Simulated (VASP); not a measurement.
# GaN (F-43m) in VASP: a series of runs, part 2 of 2

VASP 6.6.1. The steps go on from the part before.

### 4 Relaxation of cell and atoms, LDA, target pressure 15 GPa, at which the enthalpy is minimised

The input, INCAR:

```
ALGO = Normal
EDIFF = 1E-6
EDIFFG = -0.002
ENCUT = 600
IBRION = 2
ISIF = 3
ISMEAR = 0
LASPH = T
LCHARG = F
LREAL = F
LWAVE = F
NELM = 100
NSW = 100
PREC = Accurate
PSTRESS = 150.0
SIGMA = 0.01
```

The input, KPOINTS:

```
k-points
0
Gamma
  10 10 10
```

The input, POSCAR:

```
GaN
1.0
    2.2277045003      2.2277045003      0.0000000000
   -2.2277045003      2.2277045003      0.0000000000
    0.0000000000      2.2277045003      2.2277045003
Ga N
1 1
Direct
    0.0000000000      0.0000000000      0.0000000000
    0.2500000000      0.7500000000      0.5000000000
```

Potentials or basis: VASP PAW LDA potentials, release 64 (Ga_d, N).

Launch:

```
cat potpaw_LDA.64/Ga_d/POTCAR potpaw_LDA.64/N/POTCAR > POTCAR
mpirun -np 1 vasp_std > vasp.out
```

OUTCAR:

```text
EDIFF = 1E-6
   EDIFFG = -0.002
   ENCUT = 600
   IBRION = 2
   ISIF = 3
   ISMEAR = 0
   LASPH = T
   LREAL = F
   NELM = 100
   NSW = 100
   PREC = Accurate
   PSTRESS = 150.0

 ion  position               nearest neighbor table
   1  0.000  0.000  0.000-   2 1.93   2 1.93   2 1.93   2 1.93
   2  0.250  0.750  0.500-   1 1.93   1 1.93   1 1.93   1 1.93

  LATTYP: Found a face centered cubic cell.
 ALAT       =     4.4554090006

  Lattice vectors:

 A1 = (   0.0000000000,   2.2277045003,   2.2277045003)
 A2 = (   2.2277045003,   0.0000000000,   2.2277045003)
 A3 = (   2.2277045003,   2.2277045003,   0.0000000000)

Analysis of symmetry for initial positions (statically):
=====================================================================
 Subroutine PRICEL returns:
 Original cell was already a primitive cell.

 Routine SETGRP: Setting up the symmetry group for a
 face centered cubic supercell.

 Subroutine GETGRP returns: Found 24 space group operations
 (whereof 24 operations were pure point group operations)
 out of a pool of 48 trial point group operations.

The static configuration has the point symmetry T_d .

Analysis of symmetry for dynamics (positions and initial velocities):
=====================================================================
 Subroutine PRICEL returns:
 Original cell was already a primitive cell.

 Routine SETGRP: Setting up the symmetry group for a
 face centered cubic supercell.

 Subroutine GETGRP returns: Found 24 space group operations
 (whereof 24 operations were pure point group operations)
 out of a pool of 48 trial point group operations.

The dynamic configuration has the point symmetry T_d .

 Subroutine INISYM returns: Found 24 space group operations
 (whereof 24 operations are pure point group operations),
 and found     1 'primitive' translations

[... 125 lines left out ...]
 conjugate gradient relaxation of ions
 non-spin polarized calculation
 Gauss-broadening in eV      SIGMA  =   0.01
  energy-cutoff  :      600.00
  volume of cell :       22.11
 maximum number of plane-waves:       754
 NGX is ok and might be reduce to    28
   NGX = 13   NGY = 13   NGZ = 13

--------------------------------------- Ionic step        1  -------------------------------------------

 number of electron      18.0000001 magnetization

 Free energy of the ion-electron system (eV)
  ---------------------------------------------------
  ext. energy  EPLUGINS =         0.00000000
  ---------------------------------------------------
  free energy    TOTEN  =       -13.94409944 eV

  energy without entropy =      -13.94409944  energy(sigma->0) =      -13.94409944

------------------------ aborting loop because EDIFF is reached ----------------------------------------

  FORCE on cell =-STRESS in cart. coord.  units (eV):
  Direction    XX          YY          ZZ          XY          YZ          ZX
  --------------------------------------------------------------------------------------
  -------------------------------------------------------------------------------------
  Total        0.1380018      0.1380018      0.1380018     -0.0000000      0.0000000     -0.0000000
  in kB        9.9998322      9.9998322      9.9998322     -0.0000000      0.0000000     -0.0000000
  external PRESSURE =    -140.0001678 kB  Pullay stress =     150.0000000 kB
[... 253 lines left out ...]
--------------------------------------- Ionic step        8  -------------------------------------------

 number of electron      17.9999998 magnetization

 Free energy of the ion-electron system (eV)
  ---------------------------------------------------
  ext. energy  EPLUGINS =         0.00000000
  ---------------------------------------------------
  free energy    TOTEN  =       -13.88279016 eV

  energy without entropy =      -13.88279016  energy(sigma->0) =      -13.88279016

 E-fermi :   6.2304     XC(G=0): -12.6307

 val. band max:        6.1290951872   @ k =   0.0000   0.0000   0.0000
 cond. band min:       8.4890938541   @ k =   0.0000   0.0000   0.0000
 fundamental gap:      2.3599986669
 Fermi energy:         6.2303954650

 k-point     1 :       0.0000    0.0000    0.0000
  band No.  band energies     occupation
      1     -10.5386      2.00000
      2      -7.5535      2.00000
      3      -7.5535      2.00000
      4      -7.5535      2.00000
      5      -7.1279      2.00000
      6      -7.1279      2.00000
      7       6.1291      2.00000
      8       6.1291      2.00000
      9       6.1291      2.00000
     10       8.4891      0.00000
     11      16.8307      0.00000
     12      16.8307      0.00000
     13      16.8307      0.00000
[... 354 lines left out ...]
  band No.  band energies     occupation
      1      -9.1649      2.00000
      2      -7.4178      2.00000
      3      -7.2569      2.00000
      4      -7.2047      2.00000
      5      -7.0869      2.00000
      6      -5.1508      2.00000
      7      -0.4245      2.00000
      8       1.5784      2.00000
      9       3.9303      2.00000
     10      11.7116      0.00000
     11      14.5940      0.00000
     12      17.2373      0.00000
     13      19.0666      0.00000

 [... further k-points ...]
[... 5 lines left out ...]
  --------------------------------------------------------------------------------------
  -------------------------------------------------------------------------------------
  Total        1.9497631      1.9497631      1.9497631      0.0000000     -0.0000000      0.0000000
  in kB      149.9979879    149.9979879    149.9979879      0.0000000     -0.0000000      0.0000000
  external PRESSURE =      -0.0020121 kB  Pullay stress =     150.0000000 kB
[... 21 lines left out ...]
  energy  without entropy=      -13.8827901594  energy(sigma->0) =      -13.88279016

  enthalpy is  TOTEN    =       -11.9330009540 eV   P V=        1.9497892054

 reached required accuracy - stopping structural energy minimisation
```

OSZICAR:

```text
N       E                     dE             d eps       ncg     rms          rms(c)
DAV:   1     0.919705914313E+02    0.91971E+02   -0.10648E+04  1310   0.277E+03
DAV:   2    -0.878159992018E+01   -0.10075E+03   -0.94941E+02  1377   0.382E+02
DAV:   3    -0.159204095132E+02   -0.71388E+01   -0.70941E+01  1392   0.903E+01
[... 53 lines left out ...]
DAV:   1    -0.138829152835E+02    0.11648E-03   -0.71487E-06  1302   0.796E-02    0.454E-03
DAV:   2    -0.138829148450E+02    0.43848E-06   -0.63578E-07   611   0.299E-02
   7 F= -.11933001E+02 E0= -.11933001E+02  d E =-.378171E-06
       N       E                     dE             d eps       ncg     rms          rms(c)
DAV:   1    -0.138827907082E+02    0.12458E-03   -0.66172E-06  1252   0.731E-02    0.517E-03
DAV:   2    -0.138827901594E+02    0.54877E-06   -0.66974E-07   621   0.319E-02
   8 F= -.11933001E+02 E0= -.11933001E+02  d E =-.377553E-06
```

CONTCAR:

```text
GaN
   1.00000000000000
     2.1836967603034108    2.1836967603034108   -0.0000000000000000
    -2.1836967603034108    2.1836967603034108    0.0000000000000000
    -0.0000000000000000    2.1836967603034108    2.1836967603034108
  Ga              N
     1     1
Direct
     0.0000000000000000    0.0000000000000000    0.0000000000000000
     0.2500000000000000    0.7500000000000000    0.5000000000000000

  0.00000000E+00  0.00000000E+00  0.00000000E+00
  0.00000000E+00  0.00000000E+00  0.00000000E+00
```

Run time: 50 s. Hardware: 1 thread of AMD EPYC 7R13 (Zen 3), shared host; peak memory 0.13 GiB.

What came out:

```yaml
Free_energy: -13.8828 eV
Relaxed_volume: 10.41 Å³/atom
Relaxed_cell: a = 3.088 Å, b = 3.088 Å, c = 3.088 Å, α = 60.00°, β = 60.00°, γ = 90.00°
Space_group_after_relaxing_to_0.05_Å: F-43m (No. 216)
Energy_change_on_relaxing_the_enthalpy_is_what_falls: +30.7 meV/atom
Ionic_steps: 8
Pressure_after_relaxing: 15.0 GPa
Band_gap_on_the_k_mesh: 2.36 eV, direct
```

The path:
| step | energy change (eV) | largest force (eV/Å) | pressure (GPa) | volume (Å³) |
| --- | --- | --- | --- | --- |
| 1 | 0.0000 | 0.0000 | 1.00 | 22.11 |
| 2 | 0.3438 | 0.0000 | 41.33 | 19.16 |
| 3 | 0.0591 | 0.0000 | 14.68 | 20.85 |
| 4 | 0.0614 | 0.0000 | 15.07 | 20.82 |
| 5 | 0.0603 | 0.0000 | 14.85 | 20.84 |
| 6 | 0.0611 | 0.0000 | 14.97 | 20.83 |
| 7 | 0.0612 | 0.0000 | 14.97 | 20.83 |
| 8 | 0.0613 | 0.0000 | 15.00 | 20.83 |

Final structure:
```
Ga N
1.0
     2.18370    2.18370    0.00000
    -2.18370    2.18370    0.00000
     0.00000    2.18370    2.18370
Ga N
1 1
Cartesian
  0.0000 0.0000 0.0000
  -1.0918 3.2755 1.0918
```

Caveat: the cell is relaxed towards a set pressure, so the enthalpy falls and the energy may rise.

### 5 The runs side by side

| cell | gap on the mesh (eV) | pressure (GPa) |
| --- | --- | --- |
| relaxed to 7 GPa | 2.15 | 7.0 |
| relaxed to 10 GPa | 2.23 | 10.0 |
| relaxed to 15 GPa | 2.36 | 15.0 |

Alike in all rows: task relaxation of cell and atoms; level LDA; potentials or basis VASP PAW LDA potentials, release 64 (Ga_d, N); no spin polarisation; k mesh 10 × 10 × 10; cutoff (eV) 600; smearing gaussian 0.01 eV.

Caveats: the cell is relaxed towards a set pressure, so the enthalpy falls and the energy may rise.

Total energies depend on the potentials used, so only differences within one code and one set of settings carry meaning.
